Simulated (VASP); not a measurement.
Crystal: NaB2.

```xyz
6
Lattice="0.0000 3.5084 3.5084 3.5084 0.0000 3.5084 3.5084 3.5084 0.0000" Properties=species:S:1:pos:R:3 pbc="T T T"
Na    1.7542    1.7542    1.7542
Na    3.5084    3.5084    3.5084
B     6.4302    6.4302    6.4302
B     4.0950    4.0950    6.4302
B     4.0950    6.4302    4.0950
B     6.4302    4.0950    4.0950
```

The cell was generated, and may not be a known phase.

| Property | Result |
| --- | --- |
| Program | VASP 6.6.1 |
| Task | relaxation of cell and atoms |
| Functional | PBE |
| Potentials or basis | VASP PAW PBE potentials, release 64 (Na_pv, B) |
| Cutoff | 600 eV |
| k mesh | 4 × 4 × 4 |
| Occupations | gaussian, width 0.1 eV |
| Spin | no spin polarisation |

At the start: pressure -1.4 GPa; volume 14.39 Å³/atom.

How do energy, volume and symmetry change on relaxing?

Over 16 steps the energy falls by 118.6 meV/atom and the volume is 10.26 Å³/atom (-28.7 %); space group F-43m (No. 216, to 0.1 Å) before and after.

Step by step:
| step | energy change (eV) | largest force (eV/Å) | pressure (GPa) | volume (Å³) |
| --- | --- | --- | --- | --- |
| 1 | 0.0000 | 1.5056 | -1.43 | 86.37 |
| 2 | -0.1436 | 0.6062 | -7.60 | 84.77 |
| 3 | -0.1557 | 0.1985 | -6.31 | 85.16 |
| 4 | -0.3897 | 0.0279 | -4.58 | 77.92 |
| 5 | -0.5852 | 0.5266 | -0.53 | 68.75 |
| 6 | -0.1741 | 1.7543 | 22.01 | 52.62 |
| 7 | -0.5945 | 0.9507 | 2.49 | 65.62 |
| 8 | -0.5964 | 1.0988 | 4.10 | 63.78 |
| 9 | -0.6742 | 0.6214 | 3.67 | 60.96 |
| 10 | -0.6819 | 0.2818 | 4.27 | 58.70 |
| 11 | -0.6853 | 0.3870 | 3.99 | 59.45 |
| 12 | -0.7082 | 0.1708 | 1.29 | 60.95 |
| 13 | -0.7111 | 0.0598 | -0.01 | 61.76 |
| 14 | -0.7111 | 0.0659 | 0.09 | 61.71 |
| 15 | -0.7114 | 0.0506 | 0.09 | 61.63 |
| 16 | -0.7117 | 0.0362 | 0.08 | 61.54 |

Final structure:
```xyz
6
Lattice="0.0000 3.1336 3.1336 3.1336 0.0000 3.1336 3.1336 3.1336 0.0000" Properties=species:S:1:pos:R:3 pbc="T T T"
Na    1.5668    1.5668    1.5668
Na    3.1336    3.1336    3.1336
B     5.6252    5.6252    5.6252
B     3.7756    3.7756    5.6252
B     3.7756    5.6252    3.7756
B     5.6252    3.7756    3.7756
```

Caveat: the k points lie up to 0.43 Å⁻¹ apart in the final cell, too coarse for converged energies and pressures of a metal; the volume moved by over 15 % at a fixed basis, so the end points are rough.
